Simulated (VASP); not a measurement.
# LiTaO2 (R-3m) in VASP: single point with PBE

Aim: the single point of LiTaO2 with PBE.

All numbers are computed with VASP 6.6.1; they aren't measurements. Logs are shortened: lines on timing, memory, paths and dates and some standing lists are left out, and cuts for length are marked.

## (1) The cell of the first run

Symmetry: R-3m, No. 166, trigonal system. The conventional cell has a = 2.929 Å, b = 2.929 Å, c = 16.592 Å, α = 90.00°, β = 90.00°, γ = 120.00°. Within 2.8 Å of Li (site symmetry -3m) lie 6 O at 2.15 Å. Within 3.0 Å of Ta (site symmetry -3m) lie 6 O at 2.22 Å and 6 Ta at 2.93 Å. Within 2.8 Å of O (site symmetry 3m) lie 3 Li at 2.15 Å and 3 Ta at 2.22 Å.

## (2) Single point, PBE

INCAR

```
PREC = Accurate ; ENCUT = 520
EDIFF = 1E-6 ; ISMEAR = 0
SIGMA = 0.1 ; LREAL = False
LASPH = True ; NELM = 60
ALGO = Normal ; ISIF = 2
LWAVE = False ; LCHARG = False
GGA = PE ; NBANDS = 21
```

KPOINTS

```
regular mesh
0
Gamma
  18 18 18
```

POSCAR

```
LiTaO2
1.0
    1.4642531381      0.8453869434      5.5306611704
   -1.4642531381      0.8453869434      5.5306611704
    0.0000000000     -1.6907738869      5.5306611704
Li Ta O
1 1 2
Direct
    0.0000000000      0.0000000000      0.0000000000
    0.5000000000      0.5000000000      0.5000000000
    0.2533569386      0.2533569386      0.2533569386
    0.7466430614      0.7466430614      0.7466430614
```

Potentials or basis: VASP PAW PBE potentials, release 64 (Li_sv, Ta_pv, O).

The run is started by

```
$ cat potpaw_PBE.64/Li_sv/POTCAR potpaw_PBE.64/Ta_pv/POTCAR potpaw_PBE.64/O/POTCAR > POTCAR
$ mpirun -np 1 vasp_std > vasp.out
```

OUTCAR:

```text
PREC = Accurate
   ENCUT = 520
   EDIFF = 1E-6
   ISMEAR = 0
   LREAL = False
   LASPH = True
   NELM = 60
   ISIF = 2
   GGA = PE

 ion  position               nearest neighbor table
   1  0.000  0.000  0.000-   4 2.15   3 2.15   4 2.15   4 2.15   3 2.15   3 2.15
   2  0.500  0.500  0.500-   3 2.22   4 2.22   3 2.22   3 2.22   4 2.22   4 2.22
   3  0.253  0.253  0.253-   1 2.15   1 2.15   1 2.15   2 2.22   2 2.22   2 2.22
   4  0.747  0.747  0.747-   1 2.15   1 2.15   1 2.15   2 2.22   2 2.22   2 2.22

  LATTYP: Found a trigonal (rhomboedric) cell.
 ALAT       =     5.7833320256
 COS(alpha) =     0.8717946732

  Lattice vectors:

 A1 = (   1.4642531381,   0.8453869434,   5.5306611704)
 A2 = (  -1.4642531381,   0.8453869434,   5.5306611704)
 A3 = (   0.0000000000,  -1.6907738869,   5.5306611704)

Analysis of symmetry for initial positions (statically):
=====================================================================
 Subroutine PRICEL returns:
 Original cell was already a primitive cell.

 Routine SETGRP: Setting up the symmetry group for a
 trigonal (rhombohedral) supercell.

 Subroutine GETGRP returns: Found 12 space group operations
 (whereof 12 operations were pure point group operations)
 out of a pool of 12 trial point group operations.

The static configuration has the point symmetry D_3d.

Analysis of symmetry for dynamics (positions and initial velocities):
=====================================================================
 Subroutine PRICEL returns:
 Original cell was already a primitive cell.

 Routine SETGRP: Setting up the symmetry group for a
 trigonal (rhombohedral) supercell.

 Subroutine GETGRP returns: Found 12 space group operations
 (whereof 12 operations were pure point group operations)
 out of a pool of 12 trial point group operations.

The dynamic configuration has the point symmetry D_3d.

 Subroutine INISYM returns: Found 12 space group operations
 (whereof 12 operations are pure point group operations),
 and found     1 'primitive' translations

----------------------------------------------------------------------------------------

                                     Primitive cell

  volume of cell :      41.0771

  direct lattice vectors                    reciprocal lattice vectors
     1.464253138  0.845386943  5.530661170     0.341471011  0.197148380  0.060270070
    -1.464253138  0.845386943  5.530661170    -0.341471011  0.197148380  0.060270070
     0.000000000 -1.690773887  5.530661170     0.000000000 -0.394296761  0.060270070

  length of vectors
     5.783332026  5.783332026  5.783332026     0.398876443  0.398876443  0.398876443

  position of ions in fractional coordinates (direct lattice)
     0.000000000  0.000000000  0.000000000
     0.500000000  0.500000000  0.500000000
     0.253356939  0.253356939  0.253356939
     0.746643061  0.746643061  0.746643061

  ion indices of the primitive-cell ions
   primitive index   ion index
                 1           1
                 2           2
                 3           3
                 4           4

----------------------------------------------------------------------------------------

 KPOINTS: regular mesh

Automatic generation of k-mesh.
 Grid dimensions read from file:
 generate k-points for:   18   18   18

 Generating k-lattice:

  Cartesian coordinates                     Fractional coordinates (reciprocal lattice)
     0.018970612  0.010952688  0.003348337     0.055555556 -0.000000000 -0.000000000
    -0.018970612  0.010952688  0.003348337    -0.000000000  0.055555556 -0.000000000
     0.000000000 -0.021905376  0.003348337     0.000000000  0.000000000  0.055555556

  Length of vectors
     0.022159802  0.022159802  0.022159802

  Shift w.r.t. Gamma in fractional coordinates (k-lattice)
     0.000000000  0.000000000  0.000000000

 Subroutine IBZKPT returns following result:
 ===========================================

 Found    580 irreducible k-points:

 Following reciprocal coordinates:
            Coordinates               Weight
  0.000000  0.000000  0.000000      1.000000
  0.055556  0.000000  0.000000      6.000000
  0.111111  0.000000  0.000000      6.000000
  0.166667  0.000000  0.000000      6.000000
  0.222222 -0.000000  0.000000      6.000000
  0.277778  0.000000 -0.000000      6.000000
[... 16 lines left out ...]
 -0.277778  0.055556  0.000000     12.000000
 -0.222222  0.055556  0.000000     12.000000
 [... further k-points ...]
   k-points           NKPTS =    580   k-points in BZ     NKDIM =    580   number of bands    NBANDS=     21
   number of dos      NEDOS =    301   number of ions     NIONS =      4
   total plane-waves  NPLWV = 110592
   dimension x,y,z NGX =    48 NGY =   48 NGZ =   48
   dimension x,y,z NGXF=    96 NGYF=   96 NGZF=   96
   ions per type =               1   1   2
   NGX,Y,Z   is equivalent  to a cutoff of  13.80, 13.80, 13.80 a.u.
   NGXF,Y,Z  is equivalent  to a cutoff of  27.60, 27.60, 27.60 a.u.
 SYSTEM =  unknown system
   PREC   = accura    normal or accurate (medium, high low for compatibility)
   ISTART =      0    job   : 0-new  1-cont  2-samecut
   ICHARG =      2    charge: 1-file 2-atom 10-const
   ISPIN  =      1    spin polarized calculation?
   LNONCOLLINEAR =      F non collinear calculations
   LSORBIT =      F    spin-orbit coupling
   LASPH  =      T    aspherical Exc in radial PAW
   ENCUT  =  520.0 eV  38.22 Ry    6.18 a.u.  10.75 10.75 10.75*2*pi/ulx,y,z
   NELM   =     60;   NELMIN=  2; NELMDL= -5     # of ELM steps
   EDIFF  = 0.1E-05   stopping-criterion for ELM
   LREAL  =      F    real-space projection
   EDIFFG = 0.1E-04   stopping-criterion for IOM
   NSW    =      0    number of steps for IOM
   IBRION =     -1    ionic relax: 0-MD 1-quasi-New 2-CG
   NFREE  =      0    steps in history (QN), initial steepest desc. (CG)
   ISIF   =      2    stress and relaxation
   ISYM   =      2    0-nonsym 1-usesym 2-fastsym
   POTIM  = 0.5000    time-step for ionic-motion
   TEBEG  =    0.0;   TEEND  =   0.0 temperature during run
   PSTRESS=    0.0 pullay stress
   NELECT =      26.0000    total number of electrons
   NUPDOWN=      -1.0000    fix difference up-down
   EMIN   =  10.00;   EMAX   =-10.00  energy-range for DOS
   EFERMI =   0.00;   METHOD = LEGACY
   ISMEAR =     0;   SIGMA  =   0.10  broadening in eV -4-tet -1-fermi 0-gaus
   EFERMI_NEDOS =   21; number of points for ismear=-14 and -15
   IALGO  =     38    algorithm
   IMIX   =      4    mixing-type and parameters
     AMIX     =   0.40;   BMIX     =  1.00
     AMIX_MAG =   1.60;   BMIX_MAG =  1.00
  volume/ion in A,a.u.               =      10.27        69.30
  Fermi-wavevector in a.u.,A,eV,Ry     =   1.405614  2.656225 26.881705  1.975750
  Thomas-Fermi vector in A             =   2.528057
   LORBIT       =      0    0 simple, 1 ext, 2 COOP (PROOUT), +10 PAW based schemes
   GGA     = PE    functional components
   LHFCALC =     F    Hartree Fock is set to
   AEXX    =    0.0000 exact exchange contribution
   IVDW    =     0    specifies the selected vdW correction
   LEPSILON=     F    determine dielectric tensor
   LRPA    =     F    only Hartree local field effects (RPA)
 non-spin polarized calculation
 Gauss-broadening in eV      SIGMA  =   0.10
  energy-cutoff  :      520.00
  volume of cell :       41.08
 maximum number of plane-waves:      1137
 NGX is ok and might be reduce to    48
   NGX = 21   NGY = 21   NGZ = 21

 number of electron      26.0000003 magnetization

 Free energy of the ion-electron system (eV)
  ---------------------------------------------------
  ext. energy  EPLUGINS =         0.00000000
  ---------------------------------------------------
  free energy    TOTEN  =       -32.20529584 eV

  energy without entropy =      -32.20190213  energy(sigma->0) =      -32.20359899

 E-fermi :   5.7512     XC(G=0): -11.4828

 val. band max:        5.7440574307   @ k =  -0.1667   0.1111  -0.0000
 cond. band min:       5.7546078531   @ k =  -0.3889   0.5000   0.3333
 fundamental gap:      0.0105504224
 Fermi energy:         5.7511681570

 k-point     1 :       0.0000    0.0000    0.0000
  band No.  band energies     occupation
      1     -40.0487      2.00000
      2     -29.9448      2.00000
      3     -29.4175      2.00000
      4     -29.4175      2.00000
      5     -14.5299      2.00000
      6     -13.4332      2.00000
[... 13 lines left out ...]
     20      15.4686      0.00000
     21      18.5048      0.00000

 k-point     2 :       0.0556    0.0000    0.0000
  band No.  band energies     occupation
      1     -40.0480      2.00000
      2     -29.9383      2.00000
      3     -29.4504      2.00000
      4     -29.4245      2.00000
      5     -14.4921      2.00000
      6     -13.4374      2.00000
[... 13 lines left out ...]
     20      15.4315      0.00000
     21      18.5139      0.00000

 k-point     3 :       0.1111    0.0000    0.0000
  band No.  band energies     occupation
      1     -40.0460      2.00000
      2     -29.9195      2.00000
      3     -29.5440      2.00000
      4     -29.4445      2.00000
      5     -14.3838      2.00000
      6     -13.4488      2.00000
[... 13 lines left out ...]
     20      15.3248      0.00000
     21      18.6522      0.00000
[... 457 lines left out ...]
 k-point    23 :      -0.2778    0.0556    0.0000
  band No.  band energies     occupation
      1     -40.0329      2.00000
      2     -30.1116      2.00000
      3     -29.7939      2.00000
      4     -29.5858      2.00000
      5     -13.7955      2.00000
      6     -13.4002      2.00000
[... 13 lines left out ...]
     20      15.3403      0.00000
     21      17.2140      0.00000

 k-point    24 :      -0.2222    0.0556    0.0000
  band No.  band energies     occupation
      1     -40.0368      2.00000
      2     -29.9484      2.00000
      3     -29.8311      2.00000
      4     -29.5445      2.00000
      5     -13.9238      2.00000
      6     -13.4638      2.00000
[... 13 lines left out ...]
     20      14.9114      0.00000
     21      17.6029      0.00000

 [... further k-points ...]

------------------------ aborting loop because EDIFF is reached ----------------------------------------

  FORCE on cell =-STRESS in cart. coord.  units (eV):
  Direction    XX          YY          ZZ          XY          YZ          ZX
  --------------------------------------------------------------------------------------
  -------------------------------------------------------------------------------------
  Total       -2.7576957     -2.7576957     -2.6944146      0.0000000      0.0000000      0.0000000
  in kB     -107.5615176   -107.5615176   -105.0932924      0.0000000      0.0000000      0.0000000
  external PRESSURE =    -106.7387759 kB  Pullay stress =       0.0000000 kB

 VOLUME and BASIS-vectors are now :
 -----------------------------------------------------------------------------
  energy-cutoff  :      520.00
  volume of cell :       41.08
      direct lattice vectors                 reciprocal lattice vectors
     1.464253138  0.845386943  5.530661170     0.341471011  0.197148380  0.060270070
    -1.464253138  0.845386943  5.530661170    -0.341471011  0.197148380  0.060270070
     0.000000000 -1.690773887  5.530661170     0.000000000 -0.394296761  0.060270070

 POSITION                                       TOTAL-FORCE (eV/Angst)
 -----------------------------------------------------------------------------------
      0.00000      0.00000      0.00000         0.000000     -0.000000     -0.000000
      0.00000     -0.00000      8.29599        -0.000000     -0.000000     -0.000000
      0.00000     -0.00000      4.20369         0.000000      0.000000     -0.586299
      0.00000     -0.00000     12.38829         0.000000     -0.000000      0.586299
 -----------------------------------------------------------------------------------
    total drift:                                0.000000      0.000000      0.000000

  FREE ENERGIE OF THE ION-ELECTRON SYSTEM (eV)
  ---------------------------------------------------
  free  energy   TOTEN  =       -32.2052958420 eV

  energy  without entropy=      -32.2019021331  energy(sigma->0) =      -32.20359899
```

It took 42 min on 1 thread of AMD EPYC 7R43 (Zen 3), shared host; peak memory 0.67 GiB.

What came out:

| Item | Value |
| --- | --- |
| Free energy | -32.2053 eV |
| Largest force | 0.586 eV/Å |
| Band gap on the k mesh | zero (bands 13 and 14 overlap by 1.01 eV) |

Forces in eV/Å, atoms in the order of the input:
```
Li   0.000  0.000  0.000
Ta   0.000  0.000  0.000
O    0.000  0.000 -0.586
O    0.000  0.000  0.586
```

Levels at points of the mesh, in eV from the Fermi level:
```csv
k point,band 10,band 11,band 12,band 13,band 14,band 15,band 16,band 17
"(0.00, 0.00, 0.00)",-4.06,-3.24,-3.24,-1.07,0.58,0.58,2.30,3.93
"(0.50, 0.00, 0.00)",-5.26,-4.43,-3.73,-1.98,3.70,4.02,4.14,5.11
"(0.50, 0.50, 0.00)",-5.07,-4.71,-4.01,-2.30,3.96,4.21,4.76,4.86
"(0.50, 0.50, 0.50)",-4.85,-3.31,-3.31,-0.40,0.62,0.62,2.70,3.87
```

Caveat: the cutoff is under 1.25 times the usual one of these potentials, so pressure, stress and relaxed cells hold a basis-set (Pulay) error; spin-orbit coupling is left out, which moves the levels of the heavy elements.
